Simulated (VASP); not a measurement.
# Cu3N (Pm-3m) in VASP: notebook, part 2 of 3

VASP 6.6.1. The steps go on from the part before.

### Step 3. Relaxation of cell and atoms, PBEsol

File INCAR:

```
  ALGO = Normal
  EDIFF = 1E-7
  EDIFFG = -0.005
  ENCUT = 600
  GGA = PS
  GGA_COMPAT = False
  IBRION = 2
  ISIF = 3
  ISMEAR = 0
  LASPH = True
  LCHARG = False
  LREAL = False
  LWAVE = False
  NELM = 120
  NELMIN = 4
  NSW = 100
  PREC = Accurate
  SIGMA = 0.1
```

File KPOINTS:

```
k-points
0
Gamma
  12 12 12
```

File POSCAR:

```
Cu3N
1.0
    3.7660315101      0.0000000000      0.0000000000
    0.0000000000      3.7660315101      0.0000000000
    0.0000000000      0.0000000000      3.7660315101
Cu N
3 1
Direct
    0.5000000000      0.0000000000      0.0000000000
    0.0000000000      0.5000000000      0.0000000000
    0.0000000000      0.0000000000      0.5000000000
    0.0000000000      0.0000000000      0.0000000000
```

Potentials or basis: VASP PAW PBE potentials, release 64 (Cu, N).

On the command line:

```sh
$ cat potpaw_PBE.64/Cu/POTCAR potpaw_PBE.64/N/POTCAR > POTCAR
$ mpirun -np 1 vasp_std > vasp.out
```

OUTCAR:

```text
EDIFF = 1E-7
   EDIFFG = -0.005
   ENCUT = 600
   GGA = PS
   IBRION = 2
   ISIF = 3
   ISMEAR = 0
   LASPH = True
   LREAL = False
   NELM = 120
   NELMIN = 4
   NSW = 100
   PREC = Accurate

 ion  position               nearest neighbor table
   1  0.500  0.000  0.000-   4 1.88   4 1.88   2 2.66   3 2.66   2 2.66   2 2.66   3 2.66   3 2.66
                             3 2.66   2 2.66
   2  0.000  0.500  0.000-   4 1.88   4 1.88   1 2.66   3 2.66   1 2.66   3 2.66   3 2.66   3 2.66
                             1 2.66   1 2.66
   3  0.000  0.000  0.500-   4 1.88   4 1.88   1 2.66   1 2.66   2 2.66   2 2.66   2 2.66   2 2.66
                             1 2.66   1 2.66
   4  0.000  0.000  0.000-   1 1.88   2 1.88   3 1.88   3 1.88   2 1.88   1 1.88

  LATTYP: Found a simple cubic cell.
 ALAT       =     3.7660315101

  Lattice vectors:

 A1 = (   3.7660315101,   0.0000000000,   0.0000000000)
 A2 = (   0.0000000000,   3.7660315101,   0.0000000000)
 A3 = (   0.0000000000,   0.0000000000,   3.7660315101)

Analysis of symmetry for initial positions (statically):
=====================================================================
 Subroutine PRICEL returns:
 Original cell was already a primitive cell.

 Routine SETGRP: Setting up the symmetry group for a
 simple cubic supercell.

 Subroutine GETGRP returns: Found 48 space group operations
 (whereof 48 operations were pure point group operations)
 out of a pool of 48 trial point group operations.

The static configuration has the point symmetry O_h .

Analysis of symmetry for dynamics (positions and initial velocities):
=====================================================================
 Subroutine PRICEL returns:
 Original cell was already a primitive cell.

 Routine SETGRP: Setting up the symmetry group for a
 simple cubic supercell.

 Subroutine GETGRP returns: Found 48 space group operations
 (whereof 48 operations were pure point group operations)
 out of a pool of 48 trial point group operations.

The dynamic configuration has the point symmetry O_h .

 Subroutine INISYM returns: Found 48 space group operations
 (whereof 48 operations are pure point group operations),
 and found     1 'primitive' translations

----------------------------------------------------------------------------------------

                                     Primitive cell

  volume of cell :      53.4136

  direct lattice vectors                    reciprocal lattice vectors
     3.766031510  0.000000000  0.000000000     0.265531501  0.000000000  0.000000000
     0.000000000  3.766031510  0.000000000     0.000000000  0.265531501  0.000000000
     0.000000000  0.000000000  3.766031510     0.000000000  0.000000000  0.265531501

  length of vectors
     3.766031510  3.766031510  3.766031510     0.265531501  0.265531501  0.265531501

  position of ions in fractional coordinates (direct lattice)
     0.500000000  0.000000000  0.000000000
     0.000000000  0.500000000  0.000000000
     0.000000000  0.000000000  0.500000000
     0.000000000  0.000000000  0.000000000

  ion indices of the primitive-cell ions
   primitive index   ion index
                 1           1
                 2           2
[... 30 lines left out ...]
            Coordinates               Weight
  0.000000  0.000000  0.000000      1.000000
  0.083333  0.000000  0.000000      6.000000
  0.166667  0.000000  0.000000      6.000000
  0.250000  0.000000  0.000000      6.000000
  0.333333  0.000000  0.000000      6.000000
  0.416667  0.000000  0.000000      6.000000
[... 16 lines left out ...]
  0.333333  0.333333  0.000000     12.000000
  0.416667  0.333333  0.000000     24.000000
 [... further k-points ...]
   k-points           NKPTS =     84   k-points in BZ     NKDIM =     84   number of bands    NBANDS=     23
   number of dos      NEDOS =    301   number of ions     NIONS =      4
   total plane-waves  NPLWV =  27000
   dimension x,y,z NGX =    30 NGY =   30 NGZ =   30
   dimension x,y,z NGXF=    60 NGYF=   60 NGZF=   60
   ions per type =               3   1
   NGX,Y,Z   is equivalent  to a cutoff of  13.24, 13.24, 13.24 a.u.
   NGXF,Y,Z  is equivalent  to a cutoff of  26.49, 26.49, 26.49 a.u.
 SYSTEM =  unknown system
   PREC   = accura    normal or accurate (medium, high low for compatibility)
   ISTART =      0    job   : 0-new  1-cont  2-samecut
   ICHARG =      2    charge: 1-file 2-atom 10-const
   ISPIN  =      1    spin polarized calculation?
   LNONCOLLINEAR =      F non collinear calculations
   LSORBIT =      F    spin-orbit coupling
   LASPH  =      T    aspherical Exc in radial PAW
   ENCUT  =  600.0 eV  44.10 Ry    6.64 a.u.   7.52  7.52  7.52*2*pi/ulx,y,z
   NELM   =    120;   NELMIN=  4; NELMDL= -5     # of ELM steps
   EDIFF  = 0.1E-06   stopping-criterion for ELM
   LREAL  =      F    real-space projection
   EDIFFG = -.5E-02   stopping-criterion for IOM
   NSW    =    100    number of steps for IOM
   IBRION =      2    ionic relax: 0-MD 1-quasi-New 2-CG
   NFREE  =      1    steps in history (QN), initial steepest desc. (CG)
   ISIF   =      3    stress and relaxation
   ISYM   =      2    0-nonsym 1-usesym 2-fastsym
   POTIM  = 0.5000    time-step for ionic-motion
   TEBEG  =    0.0;   TEEND  =   0.0 temperature during run
   PSTRESS=    0.0 pullay stress
   NELECT =      38.0000    total number of electrons
   NUPDOWN=      -1.0000    fix difference up-down
   EMIN   =  10.00;   EMAX   =-10.00  energy-range for DOS
   EFERMI =   0.00;   METHOD = LEGACY
   ISMEAR =     0;   SIGMA  =   0.10  broadening in eV -4-tet -1-fermi 0-gaus
   EFERMI_NEDOS =   21; number of points for ismear=-14 and -15
   IALGO  =     38    algorithm
   IMIX   =      4    mixing-type and parameters
     AMIX     =   0.40;   BMIX     =  1.00
     AMIX_MAG =   1.60;   BMIX_MAG =  1.00
  volume/ion in A,a.u.               =      13.35        90.11
  Fermi-wavevector in a.u.,A,eV,Ry     =   1.461455  2.761749 29.060009  2.135850
  Thomas-Fermi vector in A             =   2.577784
   LORBIT       =      0    0 simple, 1 ext, 2 COOP (PROOUT), +10 PAW based schemes
   GGA     = PS    functional components
   LHFCALC =     F    Hartree Fock is set to
   AEXX    =    0.0000 exact exchange contribution
   IVDW    =     0    specifies the selected vdW correction
   LEPSILON=     F    determine dielectric tensor
   LRPA    =     F    only Hartree local field effects (RPA)
 conjugate gradient relaxation of ions
 non-spin polarized calculation
 Gauss-broadening in eV      SIGMA  =   0.10
  energy-cutoff  :      600.00
  volume of cell :       53.41
 maximum number of plane-waves:      1804
   NGX = 15   NGY = 15   NGZ = 15

--------------------------------------- Ionic step        1  -------------------------------------------

 number of electron      38.0000033 magnetization

 Free energy of the ion-electron system (eV)
  ---------------------------------------------------
  ext. energy  EPLUGINS =         0.00000000
  ---------------------------------------------------
  free energy    TOTEN  =       -20.44123619 eV

  energy without entropy =      -20.44044080  energy(sigma->0) =      -20.44083849

------------------------ aborting loop because EDIFF is reached ----------------------------------------

  FORCE on cell =-STRESS in cart. coord.  units (eV):
  Direction    XX          YY          ZZ          XY          YZ          ZX
  --------------------------------------------------------------------------------------
  -------------------------------------------------------------------------------------
  Total        0.1583149      0.1583149      0.1583149     -0.0000000     -0.0000000      0.0000000
  in kB        4.7487619      4.7487619      4.7487619     -0.0000000     -0.0000000      0.0000000
  external PRESSURE =       4.7487619 kB  Pullay stress =       0.0000000 kB
[... 63 lines left out ...]
--------------------------------------- Ionic step        3  -------------------------------------------

 number of electron      38.0000025 magnetization

 Free energy of the ion-electron system (eV)
  ---------------------------------------------------
  ext. energy  EPLUGINS =         0.00000000
  ---------------------------------------------------
  free energy    TOTEN  =       -20.44152557 eV

  energy without entropy =      -20.44078332  energy(sigma->0) =      -20.44115444

 E-fermi :   5.1743     XC(G=0): -11.1786

 val. band max:        5.1317862871   @ k =   0.5000   0.5000   0.5000
 cond. band min:       5.1849034660   @ k =   0.5000   0.5000   0.0000
 fundamental gap:      0.0531171789
 Fermi energy:         5.1743147933

 k-point     1 :       0.0000    0.0000    0.0000
  band No.  band energies     occupation
      1     -12.0028      2.00000
      2      -0.3687      2.00000
      3       0.1150      2.00000
      4       0.1150      2.00000
      5       0.1150      2.00000
      6       1.0535      2.00000
[... 613 lines left out ...]
     22       9.8878      0.00000
     23      10.7380      0.00000

 [... further k-points ...]
[... 5 lines left out ...]
  --------------------------------------------------------------------------------------
  -------------------------------------------------------------------------------------
  Total        0.0028862      0.0028862      0.0028862     -0.0000000     -0.0000000      0.0000000
  in kB        0.0862589      0.0862589      0.0862589     -0.0000000     -0.0000000      0.0000000
  external PRESSURE =       0.0862589 kB  Pullay stress =       0.0000000 kB
[... 19 lines left out ...]
  FREE ENERGIE OF THE ION-ELECTRON SYSTEM (eV)
  ---------------------------------------------------
  free  energy   TOTEN  =       -20.4415255674 eV

  energy  without entropy=      -20.4407833196  energy(sigma->0) =      -20.44115444

 reached required accuracy - stopping structural energy minimisation
```

CONTCAR:

```text
Cu3N
   1.00000000000000
     3.7705959863677294   -0.0000000000000000    0.0000000000000000
    -0.0000000000000000    3.7705959863677294   -0.0000000000000000
     0.0000000000000000   -0.0000000000000000    3.7705959863677294
  Cu              N
     3     1
Direct
     0.5000000000000000    0.0000000000000000    0.0000000000000000
     0.0000000000000000    0.5000000000000000    0.0000000000000000
     0.0000000000000000    0.0000000000000000    0.5000000000000000
     0.0000000000000000    0.0000000000000000    0.0000000000000000

  0.00000000E+00  0.00000000E+00  0.00000000E+00
  0.00000000E+00  0.00000000E+00  0.00000000E+00
  0.00000000E+00  0.00000000E+00  0.00000000E+00
  0.00000000E+00  0.00000000E+00  0.00000000E+00
```

It took 2.4 min on 1 thread of AMD EPYC 9R45 (Zen 5), shared host; peak memory 0.21 GiB.

What came out:

```
Free energy                            : -20.4415 eV
Relaxed volume                         : 13.40 Å³/atom
Relaxed cell                           : a = 3.771 Å, b = 3.771 Å, c = 3.771 Å, α = 90.00°, β = 90.00°, γ = 90.00°
Space group after relaxing (to 0.05 Å) : Pm-3m (No. 221)
Energy gained by relaxing              : 0.1 meV/atom
Ionic steps                            : 3
Pressure after relaxing                : 0.0 GPa
Band gap on the k mesh                 : 0.05 eV, indirect (least direct gap 0.60 eV)
```

The path:
```csv
step,energy change (eV),largest force (eV/Å),pressure (GPa),volume (Å³)
1,0.0000,0.0000,0.47,53.41
2,-0.0002,0.0000,-0.28,53.72
3,-0.0003,0.0000,0.01,53.61
```

Final structure:
```
Cu N
1.0
     3.77060    0.00000    0.00000
     0.00000    3.77060    0.00000
     0.00000    0.00000    3.77060
Cu N
3 1
Direct
  0.50000 0.00000 0.00000
  0.00000 0.50000 0.00000
  0.00000 0.00000 0.50000
  0.00000 0.00000 0.00000
```

Caveat: the PAW data sets were made with another functional, which shifts forces and pressure a little.

(Part 2 of 3 ends here.)
